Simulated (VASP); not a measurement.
## LiH: relaxation of cell and atoms with PBE

The system is LiH.

```
CELL_PARAMETERS angstrom
2.81513 0.00000 0.00000
-1.40757 2.43798 0.00000
0.00000 0.00000 11.85433
ATOMIC_POSITIONS crystal
Li 0.00000 0.00000 0.79273
Li 0.00000 0.00000 0.00000
Li 0.00000 0.00000 0.20727
Li 0.33333 0.66667 0.40240
Li 0.66667 0.33333 0.59760
H 0.33333 0.66667 0.69569
H 0.66667 0.33333 0.89671
H 0.33333 0.66667 0.10329
H 0.66667 0.33333 0.30431
H 0.00000 0.00000 0.50000
```

```yaml
Program: VASP 6.6.1
Task: relaxation of cell and atoms
Functional: PBE
Potentials_or_basis: VASP PAW PBE potentials, release 64 (Li_sv, H)
Cutoff: 750 eV
k_mesh: 12 × 12 × 2
Occupations: gaussian, width 0.02 eV
Spin: no spin polarisation
Dipole_correction: no
Further_INCAR_settings: ALGO = Normal; EDIFF = 1e-07; IBRION = 2; EDIFFG = -0.01; NSW = 100; ISIF = 3
```

```
Relaxed volume                        : 8.07 Å³/atom
Relaxed cell                          : a = 2.808 Å, b = 2.808 Å, c = 11.821 Å, α = 90.00°, β = 90.00°, γ = 120.00°
Space group after relaxing (to 0.1 Å) : P-3m1 (No. 164)
Energy gained by relaxing             : 0.1 meV/atom
Ionic steps                           : 3
Pressure after relaxing               : 0.0 GPa
Largest force after relaxing          : 0.008 eV/Å
Band gap on the k mesh                : 3.46 eV (least direct gap 3.50 eV)
```

Forces in eV/Å, atoms in the order of the input:
```
Li   0.000  0.000 -0.008
Li   0.000  0.000  0.000
Li   0.000  0.000  0.008
Li   0.000  0.000  0.004
Li   0.000  0.000 -0.004
H    0.000  0.000  0.005
H    0.000  0.000  0.003
H    0.000  0.000 -0.003
H    0.000  0.000 -0.005
H    0.000  0.000  0.000
```

The path:
```
step  energy change (eV)  largest force (eV/Å)  pressure (GPa)  volume (Å³)
   1              0.0000                0.0244           -0.31        81.36
   2             -0.0004                0.0150           -0.23        81.17
   3             -0.0008                0.0078           -0.03        80.72
```

Final structure:
```xyz
10
Lattice="2.8080 0.0000 0.0000 -1.4040 2.4318 0.0000 0.0000 0.0000 11.8210" Properties=species:S:1:pos:R:3 pbc="T T T"
Li    0.0000    0.0000    9.3748
Li    0.0000    0.0000    0.0000
Li    0.0000    0.0000    2.4462
Li    0.0000    1.6212    4.7550
Li    1.4040    0.8106    7.0660
H     0.0000    1.6212    8.2204
H     1.4040    0.8106   10.5981
H     0.0000    1.6212    1.2229
H     1.4040    0.8106    3.6006
H     0.0000    0.0000    5.9105
```

Levels at points of the mesh, in eV from the valence-band top:
| k point | band 7 | band 8 | band 9 | band 10 | band 11 | band 12 | band 13 | band 14 |
| --- | --- | --- | --- | --- | --- | --- | --- | --- |
| (0.00, 0.00, 0.00) | -4.76 | -4.67 | -3.20 | -3.17 | 5.51 | 5.70 | 10.74 | 10.78 |
| (0.50, 0.00, 0.00) | -2.32 | -1.19 | -1.19 | 0.00 | 3.50 | 4.52 | 4.55 | 5.27 |
| (0.00, 0.00, 0.50) | -5.12 | -3.99 | -3.97 | -2.79 | 4.75 | 7.77 | 7.80 | 14.04 |
| (0.50, 0.00, 0.50) | -1.95 | -1.87 | -0.40 | -0.40 | 3.46 | 4.51 | 4.88 | 5.16 |

It took 4.6 min on 1 thread of Intel Xeon 8259CL, with other jobs on the host, peak memory 0.31 GiB.

A k mesh can miss the band edges.
